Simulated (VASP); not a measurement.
Write the native input for VASP 6.6.1 that does the following.

| Property | Result |
| --- | --- |
| Task | single point |
| Functional | r2SCAN |
| Potentials or basis | VASP PAW PBE potentials, release 64 (Si, C) |
| Cutoff | 520 eV |
| k mesh | 10 × 10 × 10 |
| Occupations | gaussian, width 0.01 eV |
| Spin | no spin polarisation |
| Dipole correction | no |
| Further INCAR settings | ALGO = Normal; EDIFF = 1e-07; NBANDS = 11 |

The system is SiC.

```xyz
2
Lattice="2.1719 2.1719 0.0000 -2.1719 2.1719 0.0000 0.0000 2.1719 2.1719" Properties=species:S:1:pos:R:3 pbc="T T T"
Si    0.0000    0.0000    0.0000
C     1.0859    3.2578    1.0859
```

The input as run:

POSCAR

```
SiC
1.0
    2.1718613537      2.1718613537      0.0000000000
   -2.1718613537      2.1718613537      0.0000000000
    0.0000000000      2.1718613537      2.1718613537
Si C
1 1
Direct
    0.0000000000      0.0000000000      0.0000000000
    0.7500000000      0.2500000000      0.5000000000
```

INCAR.step1

```
PREC = Accurate
ENCUT = 520
ISMEAR = 0
SIGMA = 0.01
LREAL = F
LASPH = T
NELM = 60
NBANDS = 11
GGA = PE
ALGO = Normal
EDIFF = 1E-4
LWAVE = T
LCHARG = F
```

INCAR.step2

```
PREC = Accurate
ENCUT = 520
EDIFF = 1E-7
ISMEAR = 0
SIGMA = 0.01
LREAL = F
LASPH = T
NELM = 60
ALGO = Normal
ISIF = 2
LWAVE = F
LCHARG = F
METAGGA = R2SCAN
LMIXTAU = T
NBANDS = 11
ISTART = 1
```

KPOINTS

```
Automatic mesh
0
Gamma
  10 10 10
```

Potentials or basis: VASP PAW PBE potentials, release 64 (Si, C).

Run with:

```sh
$ cat potpaw_PBE.64/Si/POTCAR potpaw_PBE.64/C/POTCAR > POTCAR
$ cp INCAR.step1 INCAR
$ mpirun -np 1 vasp_std > vasp.out
$ cp INCAR.step2 INCAR
$ mpirun -np 1 vasp_std > vasp.out
```

It gave:

```
Pressure               : 1.8 GPa
Band gap on the k mesh : 1.72 eV (least direct gap 5.07 eV)
```

Caveat: the PAW data sets were made with another functional, which shifts forces and pressure a little.

It took 61 s on 1 thread of Intel Xeon 8259CL (shared host), peak memory 0.14 GiB.
